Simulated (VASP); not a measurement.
# Te2Mo in VASP: further runs

Te2Mo is run at these levels: PBE+D3(BJ); tasks: single point.

All numbers are computed with VASP 6.6.1; they aren't measurements. Logs are shortened: lines on timing, memory, paths and dates and some standing lists are left out, and cuts for length are marked.

### Step 1. The cell of the first run

The cell holds a slab with vacuum, 6 atoms: a = 3.504 Å, b = 3.504 Å, c = 24.768 Å, α = 90.00°, β = 90.00°, γ = 120.00°.

### Step 2. Single point, PBE+D3(BJ) (layers slid over each other)

INCAR reads:

```
SYSTEM = Te2Mo
PREC = Accurate
ENCUT = 520
EDIFF = 1E-6
ISMEAR = 0
SIGMA = 0.05
LREAL = .False.
LASPH = .True.
NELM = 100
ALGO = Normal
ISIF = 2
LWAVE = .False.
LCHARG = .True.
LDIPOL = .True.
IDIPOL = 3
DIPOL = 0.5 0.5 0.402
GGA = PE
IVDW = 12
LELF = .True.
LVHAR = .True.
LVACPOTAV = .True.
NBANDS = 35
```

KPOINTS reads:

```
Automatic mesh
0
Gamma
  9 9 1
  0 0 0
```

POSCAR reads:

```
Te2Mo
1.0
    3.5038816881      0.0000000000      0.0000000000
   -1.7519408440      3.0344505538      0.0000000000
    0.0000000000      0.0000000000     24.7677198395
Te Mo
4 2
Direct
    0.3333333333      0.6666666667      0.1816881017
    0.3333333333      0.6666666667      0.3284056818
    0.3333333333      1.0000000000      0.4749674171
    0.3333333333      1.0000000000      0.6216849972
    0.6666666667      0.3333333333      0.2550468917
    0.6666666667      0.6666666667      0.5483262072
```

Potentials or basis: VASP PAW PBE potentials, release 64 (Te, Mo_sv).

Launch:

```sh
$ cat potpaw_PBE.64/Te/POTCAR potpaw_PBE.64/Mo_sv/POTCAR > POTCAR
$ mpirun -np 1 vasp_std > vasp.out
```

OUTCAR:

```text
SYSTEM = Te2Mo
   PREC = Accurate
   ENCUT = 520
   EDIFF = 1E-6
   ISMEAR = 0
   LREAL = .False.
   LASPH = .True.
   NELM = 100
   ISIF = 2
   GGA = PE
   IVDW = 12
 IVDW          = 12

 ion  position               nearest neighbor table
   1  0.333  0.667  0.182-   5 2.72   5 2.72   5 2.72   2 3.63
   2  0.333  0.667  0.328-   5 2.72   5 2.72   5 2.72   1 3.63
   3  0.333  0.000  0.475-   6 2.72   6 2.72   6 2.72   4 3.63
   4  0.333  0.000  0.622-   6 2.72   6 2.72   6 2.72   3 3.63
   5  0.667  0.333  0.255-   1 2.72   1 2.72   1 2.72   2 2.72   2 2.72   2 2.72
   6  0.667  0.667  0.548-   4 2.72   4 2.72   4 2.72   3 2.72   3 2.72   3 2.72

  LATTYP: Found a hexagonal cell.
 ALAT       =     3.5038816881
 C/A-ratio  =     7.0686518679

  Lattice vectors:

 A1 = (   3.5038816881,   0.0000000000,   0.0000000000)
 A2 = (  -1.7519408440,   3.0344505538,   0.0000000000)
 A3 = (   0.0000000000,   0.0000000000,  24.7677198395)

Analysis of symmetry for initial positions (statically):
=====================================================================
 Subroutine PRICEL returns:
 Original cell was already a primitive cell.

 Routine SETGRP: Setting up the symmetry group for a
 hexagonal supercell.

 Subroutine GETGRP returns: Found  2 space group operations
 (whereof  1 operations were pure point group operations)
 out of a pool of 24 trial point group operations.

The static configuration has the point symmetry C_1 .
 The point group associated with its full space group is C_2 .

Analysis of symmetry for dynamics (positions and initial velocities):
=====================================================================
 Subroutine PRICEL returns:
 Original cell was already a primitive cell.

 Routine SETGRP: Setting up the symmetry group for a
 hexagonal supercell.

 Subroutine GETGRP returns: Found  2 space group operations
 (whereof  1 operations were pure point group operations)
 out of a pool of 24 trial point group operations.

The dynamic configuration has the point symmetry C_1 .
 The point group associated with its full space group is C_2 .

 Subroutine INISYM returns: Found  2 space group operations
 (whereof  1 operations are pure point group operations),
 and found     1 'primitive' translations

----------------------------------------------------------------------------------------

                                     Primitive cell

  volume of cell :     263.3392

  direct lattice vectors                    reciprocal lattice vectors
     3.503881688  0.000000000  0.000000000     0.285397764  0.164774476  0.000000000
    -1.751940844  3.034450554  0.000000000     0.000000000  0.329548952  0.000000000
     0.000000000  0.000000000 24.767719839     0.000000000  0.000000000  0.040375134

[... 104 lines left out ...]
   EFERMI =   0.00;   METHOD = LEGACY
   ISMEAR =     0;   SIGMA  =   0.05  broadening in eV -4-tet -1-fermi 0-gaus
   EFERMI_NEDOS =   21; number of points for ismear=-14 and -15
   IALGO  =     38    algorithm
   IMIX   =      4    mixing-type and parameters
     AMIX     =   0.40;   BMIX     =  1.00
     AMIX_MAG =   1.60;   BMIX_MAG =  1.00
  volume/ion in A,a.u.               =      43.89       296.18
  Fermi-wavevector in a.u.,A,eV,Ry     =   0.953317  1.801508 12.365161  0.908814
  Thomas-Fermi vector in A             =   2.081961
   LORBIT       =      0    0 simple, 1 ext, 2 COOP (PROOUT), +10 PAW based schemes
   GGA     = PE    functional components
   LHFCALC =     F    Hartree Fock is set to
   AEXX    =    0.0000 exact exchange contribution
   IVDW    =    12    specifies the selected vdW correction
   LEPSILON=     F    determine dielectric tensor
   LRPA    =     F    only Hartree local field effects (RPA)
 non-spin polarized calculation
 Gauss-broadening in eV      SIGMA  =   0.05
  energy-cutoff  :      520.00
  volume of cell :      263.34
 maximum number of plane-waves:      7173
 NGX is ok and might be reduce to    28
   NGX = 13   NGY = 13   NGZ = 93

 dipolmoment           0.000000      0.000000     -0.000001 electrons x Angstroem

 number of electron      52.0000000 magnetization

 dipolmoment           0.000000      0.000000      0.000000 electrons x Angstroem

 Free energy of the ion-electron system (eV)
  ---------------------------------------------------
  ext. energy  EPLUGINS =         0.00000000
  ---------------------------------------------------
  free energy    TOTEN  =       -35.96318220 eV

  energy without entropy =      -35.96318220  energy(sigma->0) =      -35.96318220

 E-fermi :   2.7850     XC(G=0):  -6.4118

 val. band max:        2.4904521818   @ k =   0.3333   0.3333   0.0000
 cond. band min:       3.5938902185   @ k =   0.2222   0.2222   0.0000
 fundamental gap:      1.1034380367
 Fermi energy:         2.7849700084

 k-point     1 :       0.0000    0.0000    0.0000
  band No.  band energies     occupation
      1     -58.1821      2.00000
      2     -58.1820      2.00000
      3     -32.3599      2.00000
      4     -32.3599      2.00000
      5     -32.2153      2.00000
      6     -32.2153      2.00000
[... 901 lines left out ...]
     34       6.4600      0.00000
     35       7.1520      0.00000

 [... further k-points ...]

------------------------ aborting loop because EDIFF is reached ----------------------------------------

 Edisp (eV)   -2.75784

 E8    (eV) :    -1.3048

  FORCE on cell =-STRESS in cart. coord.  units (eV):
  Direction    XX          YY          ZZ          XY          YZ          ZX
  --------------------------------------------------------------------------------------
  -------------------------------------------------------------------------------------
  Total      -0.21488    -0.11637    -0.07305    -0.08531     0.38369    -0.22152
  in kB      -1.30732    -0.70799    -0.44446    -0.51903     2.33438    -1.34776
  external pressure =       -0.82 kB  Pullay stress =        0.00 kB

 VOLUME and BASIS-vectors are now :
 -----------------------------------------------------------------------------
  energy-cutoff  :      520.00
  volume of cell :      263.34
      direct lattice vectors                 reciprocal lattice vectors
     3.503881688  0.000000000  0.000000000     0.285397764  0.164774476  0.000000000
    -1.751940844  3.034450554  0.000000000     0.000000000  0.329548952  0.000000000
     0.000000000  0.000000000 24.767719839     0.000000000  0.000000000  0.040375134

 POSITION                                       TOTAL-FORCE (eV/Angst)
 -----------------------------------------------------------------------------------
     -0.00000      2.02297      4.50000         0.001147      0.003019     -0.000148
     -0.00000      2.02297      8.13386         0.038633     -0.071362      0.004821
      1.16796      0.00000     11.76386        -0.042485      0.069138     -0.004821
      1.16796      0.00000     15.39772         0.003188     -0.000517      0.000148
      1.75194      1.01148      6.31693         0.011758     -0.020923      0.000043
      1.16796      2.02297     13.58079        -0.012241      0.020644     -0.000043
 -----------------------------------------------------------------------------------
    total drift:                                0.000484      0.000286      0.000040

  FREE ENERGIE OF THE ION-ELECTRON SYSTEM (eV)
  ---------------------------------------------------
  free  energy   TOTEN  =       -38.7210206190 eV

  energy  without entropy=      -38.7210206190  energy(sigma->0) =      -38.72102062

 vacuum level on the upper side and lower side of the slab         7.312         7.312
```

OSZICAR:

```text
N       E                     dE             d eps       ncg     rms          rms(c)
DAV:   1     0.386118165196E+03    0.38612E+03   -0.26008E+04  2126   0.124E+03
DAV:   2    -0.117641297147E+02   -0.39788E+03   -0.38584E+03  2196   0.283E+02
DAV:   3    -0.363823928530E+02   -0.24618E+02   -0.24191E+02  2172   0.617E+01
[... 16 lines left out ...]
DAV:  20    -0.359631645334E+02   -0.27908E-04   -0.11143E-06  1404   0.418E-03    0.102E-02
DAV:  21    -0.359631769123E+02   -0.12379E-04   -0.48725E-07  1348   0.299E-03    0.485E-03
DAV:  22    -0.359631809733E+02   -0.40610E-05   -0.19063E-07  1266   0.129E-03    0.147E-03
DAV:  23    -0.359631819830E+02   -0.10097E-05   -0.49064E-08  1089   0.610E-04    0.530E-04
DAV:  24    -0.359631821998E+02   -0.21681E-06   -0.24498E-08  1020   0.550E-04
   1 F= -.38721021E+02 E0= -.38721021E+02  d E =-.595018E-18
```

stdout:

```text
POSCAR found type information on POSCAR TeMo
 POSCAR found :  2 types and       6 ions
 scaLAPACK will be used
 LDA part: xc-table for (Slater+PW92), standard interpolation
 POSCAR, INCAR and KPOINTS ok, starting setup
 FFT: planning ... GRIDC
 FFT: planning ... GRID_SOFT
 FFT: planning ... GRID
 WAVECAR not read
 entering main loop
 -----------------------------------------------------------------------------
|                                                                             |
|           W    W    AA    RRRRR   N    N  II  N    N   GGGG   !!!           |
|           W    W   A  A   R    R  NN   N  II  NN   N  G    G  !!!           |
|           W    W  A    A  R    R  N N  N  II  N N  N  G       !!!           |
|           W WW W  AAAAAA  RRRRR   N  N N  II  N  N N  G  GGG   !            |
|           WW  WW  A    A  R   R   N   NN  II  N   NN  G    G                |
|           W    W  A    A  R    R  N    N  II  N    N   GGGG   !!!           |
|                                                                             |
|     Did not find any points to average over, which means that no vacuum     |
|     field-free region was found. Please increase the size of  your cell     |
|     in the dimension of the dipole correction to obtain accurate            |
|     workfunction values.                                                    |
|                                                                             |
 -----------------------------------------------------------------------------
```

It took 5.5 min on 1 thread of Intel Xeon Platinum 8488C (Sapphire Rapids), shared host; peak memory 0.46 GiB.

What came out:

```
Free energy                : -38.7210 eV
Largest force              : 0.081 eV/Å
Band gap on the k mesh     : 1.10 eV (least direct gap 1.16 eV)
Dispersion energy per atom : -0.460 eV
```

Forces in eV/Å, atoms in the order of the input:
```
Te   0.001  0.003  0.000
Te   0.039 -0.071  0.005
Te  -0.042  0.069 -0.005
Te   0.003 -0.001  0.000
Mo   0.012 -0.021  0.000
Mo  -0.012  0.021  0.000
```

Caveat: the cell differs from its parent crystal (layers slid over each other); spin-orbit coupling is left out, which moves the levels of the heavy elements.

### Step 3. Single point, PBE+D3(BJ) (layers slid over each other)

INCAR reads:

```
PREC = Accurate ; ENCUT = 520
EDIFF = 1E-7 ; ISMEAR = 0
SIGMA = 0.05 ; LREAL = F
LASPH = T ; NELM = 60
ALGO = Normal ; ISIF = 2
LWAVE = F ; LCHARG = T
LDIPOL = T ; IDIPOL = 3
DIPOL = 0.5 0.5 0.402 ; GGA = PE
IVDW = 12 ; LELF = T
LVHAR = T ; LVACPOTAV = T
NBANDS = 35
```

KPOINTS reads:

```
Automatic mesh
0
Gamma
  9 9 1
```

POSCAR reads:

```
Te2Mo
1.0
    3.5038816881      0.0000000000      0.0000000000
   -1.7519408440      3.0344505538      0.0000000000
    0.0000000000      0.0000000000     24.7677198395
Te Mo
4 2
Direct
    0.3333333333      0.6666666667      0.1816881017
    0.3333333333      0.6666666667      0.3284056818
    0.3333333333      0.8333333333      0.4749674171
    0.3333333333      0.8333333333      0.6216849972
    0.6666666667      0.3333333333      0.2550468917
    0.6666666667      0.5000000000      0.5483262072
```

Potentials or basis: VASP PAW PBE potentials, release 64 (Te, Mo_sv).

Launch:

```sh
$ cat potpaw_PBE.64/Te/POTCAR potpaw_PBE.64/Mo_sv/POTCAR > POTCAR
$ mpirun -np 1 vasp_std > vasp.out
```

OUTCAR:

```text
PREC = Accurate
   ENCUT = 520
   EDIFF = 1E-7
   ISMEAR = 0
   LREAL = F
   LASPH = T
   NELM = 60
   ISIF = 2
   GGA = PE
   IVDW = 12
 IVDW          = 12

 ion  position               nearest neighbor table
   1  0.333  0.667  0.182-   5 2.72   5 2.72   5 2.72   2 3.63
   2  0.333  0.667  0.328-   5 2.72   5 2.72   5 2.72   1 3.63   3 3.68
   3  0.333  0.833  0.475-   6 2.72   6 2.72   6 2.72   4 3.63   2 3.68
   4  0.333  0.833  0.622-   6 2.72   6 2.72   6 2.72   3 3.63
   5  0.667  0.333  0.255-   1 2.72   1 2.72   1 2.72   2 2.72   2 2.72   2 2.72
   6  0.667  0.500  0.548-   4 2.72   4 2.72   4 2.72   3 2.72   3 2.72   3 2.72

  LATTYP: Found a hexagonal cell.
 ALAT       =     3.5038816881
 C/A-ratio  =     7.0686518679

  Lattice vectors:

 A1 = (   3.5038816881,   0.0000000000,   0.0000000000)
 A2 = (  -1.7519408440,   3.0344505538,   0.0000000000)
 A3 = (   0.0000000000,   0.0000000000,  24.7677198395)

Analysis of symmetry for initial positions (statically):
=====================================================================
 Subroutine PRICEL returns:
 Original cell was already a primitive cell.

 Routine SETGRP: Setting up the symmetry group for a
 hexagonal supercell.

 Subroutine GETGRP returns: Found  2 space group operations
 (whereof  1 operations were pure point group operations)
 out of a pool of 24 trial point group operations.

The static configuration has the point symmetry C_1 .
 The point group associated with its full space group is C_2 .

Analysis of symmetry for dynamics (positions and initial velocities):
=====================================================================
 Subroutine PRICEL returns:
 Original cell was already a primitive cell.

 Routine SETGRP: Setting up the symmetry group for a
 hexagonal supercell.

 Subroutine GETGRP returns: Found  2 space group operations
 (whereof  1 operations were pure point group operations)
 out of a pool of 24 trial point group operations.

The dynamic configuration has the point symmetry C_1 .
[... 134 lines left out ...]
   AEXX    =    0.0000 exact exchange contribution
   IVDW    =    12    specifies the selected vdW correction
   LEPSILON=     F    determine dielectric tensor
   LRPA    =     F    only Hartree local field effects (RPA)
 non-spin polarized calculation
 Gauss-broadening in eV      SIGMA  =   0.05
  energy-cutoff  :      520.00
  volume of cell :      263.34
 maximum number of plane-waves:      7173
 NGX is ok and might be reduce to    28
   NGX = 13   NGY = 13   NGZ = 93

 dipolmoment           0.000000      0.000000     -0.000001 electrons x Angstroem

 number of electron      52.0000000 magnetization

 dipolmoment           0.000000      0.000000      0.000001 electrons x Angstroem

 Free energy of the ion-electron system (eV)
  ---------------------------------------------------
  ext. energy  EPLUGINS =         0.00000000
  ---------------------------------------------------
  free energy    TOTEN  =       -35.89536018 eV

  energy without entropy =      -35.89536018  energy(sigma->0) =      -35.89536018

 E-fermi :   2.8648     XC(G=0):  -6.4064

 val. band max:        2.5066071930   @ k =   0.3333   0.3333   0.0000
 cond. band min:       3.5859883763   @ k =   0.2222   0.2222   0.0000
 fundamental gap:      1.0793811833
 Fermi energy:         2.8648043704

 k-point     1 :       0.0000    0.0000    0.0000
  band No.  band energies     occupation
      1     -58.1758      2.00000
      2     -58.1758      2.00000
      3     -32.3546      2.00000
      4     -32.3546      2.00000
      5     -32.2086      2.00000
      6     -32.2086      2.00000
[... 901 lines left out ...]
     34       6.5837      0.00000
     35       6.9762      0.00000

 [... further k-points ...]

------------------------ aborting loop because EDIFF is reached ----------------------------------------

 Edisp (eV)   -2.75690

 E8    (eV) :    -1.3041

  FORCE on cell =-STRESS in cart. coord.  units (eV):
  Direction    XX          YY          ZZ          XY          YZ          ZX
  --------------------------------------------------------------------------------------
  -------------------------------------------------------------------------------------
  Total      -0.17734    -0.13981     0.74095    -0.03250     0.41418    -0.23913
  in kB      -1.07894    -0.85062     4.50798    -0.19773     2.51992    -1.45488
  external pressure =        0.86 kB  Pullay stress =        0.00 kB

 VOLUME and BASIS-vectors are now :
 -----------------------------------------------------------------------------
  energy-cutoff  :      520.00
  volume of cell :      263.34
      direct lattice vectors                 reciprocal lattice vectors
     3.503881688  0.000000000  0.000000000     0.285397764  0.164774476  0.000000000
    -1.751940844  3.034450554  0.000000000     0.000000000  0.329548952  0.000000000
     0.000000000  0.000000000 24.767719839     0.000000000  0.000000000  0.040375134

 POSITION                                       TOTAL-FORCE (eV/Angst)
 -----------------------------------------------------------------------------------
     -0.00000      2.02297      4.50000        -0.000305      0.002436     -0.001419
     -0.00000      2.02297      8.13386         0.043175     -0.076785     -0.148748
     -0.29199      2.52871     11.76386        -0.044910      0.075783      0.148748
     -0.29199      2.52871     15.39772         0.001957     -0.001482      0.001419
      1.75194      1.01148      6.31693         0.012889     -0.022228     -0.033196
      1.45995      1.51723     13.58079        -0.012805      0.022276      0.033196
 -----------------------------------------------------------------------------------
    total drift:                                0.000192      0.000103      0.000049

  FREE ENERGIE OF THE ION-ELECTRON SYSTEM (eV)
  ---------------------------------------------------
  free  energy   TOTEN  =       -38.6522573999 eV

  energy  without entropy=      -38.6522573999  energy(sigma->0) =      -38.65225740

 vacuum level on the upper side and lower side of the slab         7.319         7.319
```

OSZICAR:

```text
N       E                     dE             d eps       ncg     rms          rms(c)
DAV:   1     0.385922267622E+03    0.38592E+03   -0.25995E+04  2110   0.124E+03
DAV:   2    -0.112501965594E+02   -0.39717E+03   -0.38472E+03  2180   0.285E+02
DAV:   3    -0.363033346130E+02   -0.25053E+02   -0.24600E+02  2196   0.621E+01
[... 17 lines left out ...]
DAV:  21    -0.358953507727E+02   -0.12260E-04   -0.25322E-07  1610   0.169E-03    0.719E-03
DAV:  22    -0.358953585591E+02   -0.77864E-05   -0.34657E-07  1564   0.188E-03    0.227E-03
DAV:  23    -0.358953598471E+02   -0.12880E-05   -0.52971E-08  1412   0.640E-04    0.606E-04
DAV:  24    -0.358953601362E+02   -0.28912E-06   -0.19033E-08  1170   0.549E-04    0.608E-04
DAV:  25    -0.358953601822E+02   -0.46000E-07   -0.41178E-09  1113   0.216E-04
   1 F= -.38652257E+02 E0= -.38652257E+02  d E =-.358130E-25
```

Run time: 6.5 min. Hardware: 1 thread of Intel Xeon Platinum 8488C (Sapphire Rapids), shared host; peak memory 0.47 GiB.

Results:

* Free energy: -38.6523 eV
* Largest force: 0.173 eV/Å
* Band gap on the k mesh: 1.08 eV (least direct gap 1.14 eV)
* Dispersion energy per atom: -0.459 eV

Forces on the atoms (eV/Å):
```
Te   0.000  0.002 -0.001
Te   0.043 -0.077 -0.149
Te  -0.045  0.076  0.149
Te   0.002 -0.001  0.001
Mo   0.013 -0.022 -0.033
Mo  -0.013  0.022  0.033
```

Levels at points of the mesh, in eV from the valence-band top:
| k point | band 23 | band 24 | band 25 | band 26 | band 27 | band 28 | band 29 | band 30 |
| --- | --- | --- | --- | --- | --- | --- | --- | --- |
| (0.00, 0.00, 0.00) | -0.85 | -0.85 | -0.75 | -0.13 | 3.09 | 3.12 | 3.19 | 3.21 |

Caveat: the cell differs from its parent crystal (layers slid over each other); spin-orbit coupling is left out, which moves the levels of the heavy elements.
